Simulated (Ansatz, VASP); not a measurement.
One calculation of Pd, two programs

The input INCAR:

```
SYSTEM = Pd
ALGO = Normal
EDIFF = 1E-8
ENCUT = 520
GGA = CA
ISIF = 2
ISMEAR = -1
LASPH = .TRUE.
LCHARG = .FALSE.
LEFG = .TRUE.
LREAL = .FALSE.
LWAVE = .FALSE.
NBANDS = 11
NELM = 100
PREC = Accurate
SIGMA = 0.05
```

Contents of KPOINTS:

```
k-points
0
G
  18 18 18
  0 0 0
```

POSCAR

```
Pd
1.0
    0.0000000000      1.9837980000      1.9449000000
    1.9837980000      0.0000000000      1.9449000000
    1.9837980000      1.9837980000      0.0000000000
Pd
1
Direct
    0.0000000000      0.0000000000      0.0000000000
```

Input for Ansatz:

```yaml
crystal:
  lattice:
    - [0.0, 1.983798, 1.9449]
    - [1.983798, 0.0, 1.9449]
    - [1.983798, 1.983798, 0.0]
  atoms:
    - { symbol: Pd, position: [0.0, 0.0, 0.0] }
kpoints:
  mp_grid: { grid: [18, 18, 18] }
scf:
  occupations: { method: fermi_dirac, width: 0.05 }
hamiltonian:
  xc: lda
  pseudopotentials: { kind: all_electron, datasets: crystal }
output:
  forces: true
  stress: true
  eigenvalues: true
  efg: { contact_densities: true }
```

Change from the starting cell: equal xx and yy strain of +2 %, crystal datasets.

Alike in both runs: task electric field gradients; functional LDA; k mesh 18 × 18 × 18; occupations fermi-dirac, width 0.05 eV; no spin polarisation.

|  | VASP | Ansatz |
| --- | --- | --- |
| version | VASP 6.6.1 | Ansatz 0.2.0 |
| potentials or method | VASP PAW LDA potentials, release 64 (Pd), cutoff 520 eV | all-electron PAW with datasets made for the crystal, scalar-relativistic |

VASP gave:

| Item | Value |
| --- | --- |
| pressure (GPa) | -14.2 |
| traceless stress, the component that is largest in VASP (GPa) | 0.62 |
| size of Vzz on the site where it differs most (V/Å²) | 2.2 |

Task: Estimate Ansatz's values.

Result: Pressure (GPa): -14.5; traceless stress, the component that is largest in VASP (GPa): 0.62; size of Vzz on the site where it differs most (V/Å²): 3.3.

LDA's correlation is that of Perdew and Zunger in VASP and of Perdew and Wang (1992) in Ansatz. Ansatz ran all-electron here, and VASP with PAW potentials.
